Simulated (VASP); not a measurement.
Here is a VASP 6.6.1 calculation.

Contents of INCAR:

```
SYSTEM = Ta
PREC = Accurate ; ENCUT = 500
EDIFF = 1E-6 ; ISMEAR = -1
SIGMA = 0.05 ; LREAL = .FALSE.
LASPH = .TRUE. ; NELM = 200
ALGO = Normal ; ISIF = 2
LWAVE = .FALSE. ; LCHARG = .FALSE.
MAGMOM = 0 0 0 ; LORBIT = 11
LSORBIT = .TRUE. ; GGA_COMPAT = .FALSE.
LORBMOM = .TRUE. ; LMAXMIX = 4
GGA = CA ; NBANDS = 24
```

File KPOINTS:

```
regular mesh
0
G
  8 8 8
  0 0 0
```

File POSCAR:

```
Ta
1.0
   -1.6512800000      1.6512800000      1.6512800000
    1.6512800000     -1.6512800000      1.6512800000
    1.6512800000      1.6512800000     -1.6512800000
Ta
1
Direct
    0.0000000000      0.0000000000      0.0000000000
```

Potentials or basis: VASP PAW LDA potentials, release 64 (Ta_sv_GW).

Command:

```console
$ cat potpaw_LDA.64/Ta_sv_GW/POTCAR > POTCAR
$ mpirun -np 1 vasp_ncl > vasp.out
```

Question: Estimate the pressure.

Answer: -11.3 GPa.

Question: What does it give for the net moment?

Answer: 0.00 μB per cell.

Moments on the atoms (μB; x, y, z):
```
Ta  0.00 0.00 0.00
```
